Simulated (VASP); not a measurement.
Wanted: the native input for a VASP 6.6.1 run.

| Property | Result |
| --- | --- |
| Task | electric field gradients |
| Functional | PBE |
| Potentials or basis | VASP PAW PBE potentials, release 64 (Pb_d, S) |
| Cutoff | 520 eV |
| k mesh | 7 × 7 × 3 |
| Occupations | fermi-dirac, width 0.01 eV |
| Spin | no spin polarisation |
| Dipole correction | no |
| Further INCAR settings | ALGO = Normal; EDIFF = 1e-08; NBANDS = 28 |

The structure of PbS lies in POSCAR:

```
PbS
1.0
    2.9550000000     -2.9147025000     -0.0002025000
    2.9260000000      2.8852975000     -0.0292025000
   -1.1385964500     -0.0531462000     11.7146902500
Pb S
2 2
Direct
    0.7756000000      0.7756000000      0.6363800000
    0.2244000000      0.2244000000      0.3636200000
    0.2684000000      0.2684000000      0.5986000000
    0.7316000000      0.7316000000      0.4014000000
```

This cell differs from its parent crystal: equal xy, yz and zx shear strains of -1 %.

One way to write it, as run:

INCAR

```
PREC = Accurate
ENCUT = 520
EDIFF = 1E-8
ISMEAR = -1
SIGMA = 0.01
LREAL = False
LASPH = True
NELM = 80
ALGO = Normal
ISIF = 2
LWAVE = False
LCHARG = False
GGA = PE
LEFG = True
NBANDS = 28
```

KPOINTS

```
regular mesh
0
Gamma
  7 7 3
```

Potentials or basis: VASP PAW PBE potentials, release 64 (Pb_d, S).

Launch:

```console
$ cat potpaw_PBE.64/Pb_d/POTCAR potpaw_PBE.64/S/POTCAR > POTCAR
$ mpirun -np 1 vasp_std > vasp.out
```

Results of the run:

The largest force is 0.410 eV/Å. The band gap on the k mesh is 1.27 eV. The largest electric field gradient by atom is Pb -133.8; S -3.6 V/Å².

Caveat: the cell differs from its parent crystal (equal xy, yz and zx shear strains of -1 %); there is no dipole correction, which matters where the two faces differ; without QUAD_EFG the Cq values of the log hold for a quadrupole moment of 1 mb, not for the nuclei; spin-orbit coupling is left out, which moves the levels of the heavy elements.

Wall time 13 min on 1 thread of Intel Xeon 8259CL, with other jobs on the host, peak memory 0.52 GiB.
